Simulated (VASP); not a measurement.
**Mg3CdSe4: relaxation of cell and atoms with PBE**

Mg3CdSe4:

```
Mg Cd Se
1.0
    -4.29590    4.29590    2.85885
     4.29590   -4.29590    2.85885
     4.29590    4.29590   -2.85885
Mg Cd Se
3 1 4
Direct
  0.75000 0.25000 0.50000
  0.25000 0.75000 0.50000
  0.00000 0.00000 0.00000
  0.50000 0.50000 0.00000
  0.50000 0.78234 0.28234
  0.50000 0.21766 0.71766
  0.21766 0.50000 0.71766
  0.78234 0.50000 0.28234
```

The cell was generated, and may not be a known phase.

| Item | Value |
| --- | --- |
| Program | VASP 6.6.1 |
| Task | relaxation of cell and atoms |
| Functional | PBE |
| Potentials or basis | VASP PAW PBE potentials, release 64 (Mg, Cd, Se) |
| Cutoff | 600 eV |
| k mesh | 3 × 3 × 3 |
| Occupations | gaussian, width 0.15 eV |
| Spin | no spin polarisation |
| Dipole correction | no |
| Further INCAR settings | ALGO = Normal; EDIFF = 1e-07; IBRION = 2; EDIFFG = -0.08; NSW = 36; ISIF = 3 |

```json
{
  "Relaxed volume": "35.95 Å³/atom",
  "Relaxed cell": "a = 7.215 Å, b = 7.215 Å, c = 7.215 Å, α = 107.15°, β = 107.15°, γ = 114.21°",
  "Space group after relaxing (to 0.1 Å)": "I4/mmm (No. 139)",
  "Energy gained by relaxing": "343.6 meV/atom",
  "Ionic steps": "13",
  "Pressure after relaxing": "0.0 GPa",
  "Largest force after relaxing": "0.030 eV/Å",
  "Band gap on the k mesh": "zero (bands 21 and 22 overlap by 0.13 eV)"
}
```

Forces in eV/Å, atoms in the order of the input:
```
Mg   0.000  0.000  0.000
Mg   0.000  0.000  0.000
Mg   0.000  0.000  0.000
Cd   0.000  0.000  0.000
Se   0.030  0.000  0.000
Se  -0.030  0.000  0.000
Se   0.000 -0.030  0.000
Se   0.000  0.030  0.000
```

Stress tensor (GPa, compression positive):
```
 0.03  0.00  0.00
 0.00  0.03  0.00
 0.00  0.00 -0.10
```

Step by step:
| step | energy change (eV) | largest force (eV/Å) | pressure (GPa) | volume (Å³) |
| --- | --- | --- | --- | --- |
| 1 | 0.0000 | 0.1555 | 14.56 | 211.04 |
| 2 | -2.2675 | 0.2485 | -1.42 | 293.00 |
| 3 | -2.3495 | 0.1651 | 0.25 | 274.78 |
| 4 | -2.3504 | 0.1723 | 0.07 | 276.47 |
| 5 | -2.3850 | 0.1618 | 0.06 | 277.69 |
| 6 | -2.4588 | 0.1446 | 0.06 | 281.08 |
| 7 | -2.5421 | 0.2073 | -0.04 | 286.66 |
| 8 | -2.6759 | 0.5713 | -0.60 | 293.24 |
| 9 | -2.6403 | 0.4504 | -0.43 | 291.21 |
| 10 | -2.6687 | 0.5285 | -0.56 | 292.42 |
| 11 | -2.7230 | 0.3320 | -0.31 | 289.94 |
| 12 | -2.7462 | 0.0852 | 0.03 | 287.03 |
| 13 | -2.7488 | 0.0301 | -0.02 | 287.60 |

Final structure:
```yaml
crystal:
  lattice:
    - [-4.28371, 4.28371, 3.91828]
    - [4.28371, -4.28371, 3.91828]
    - [4.28371, 4.28371, -3.91828]
  atoms:
    - { symbol: Mg, position: [0.75000, 0.25000, 0.50000] }
    - { symbol: Mg, position: [0.25000, 0.75000, 0.50000] }
    - { symbol: Mg, position: [0.00000, 0.00000, 0.00000] }
    - { symbol: Cd, position: [0.50000, 0.50000, 0.00000] }
    - { symbol: Se, position: [0.50000, 0.80856, 0.30856] }
    - { symbol: Se, position: [0.50000, 0.19144, 0.69144] }
    - { symbol: Se, position: [0.19144, 0.50000, 0.69144] }
    - { symbol: Se, position: [0.80856, 0.50000, 0.30856] }
```

Levels at points of the mesh, in eV from the Fermi level:
```
           k point  band 19  band 20  band 21  band 22  band 23  band 24
(0.00, 0.00, 0.00)    -0.76    -0.76    -0.70     0.35     1.99     2.10
```

It took 24 min on 1 thread of Intel Xeon 8259CL (shared host), peak memory 0.45 GiB.

Caveat: the k points lie up to 0.36 Å⁻¹ apart in the final cell; the volume moved by over 15 % at a fixed basis, so the end points are rough; semilocal functionals underestimate gaps, and a narrow one can read as zero.
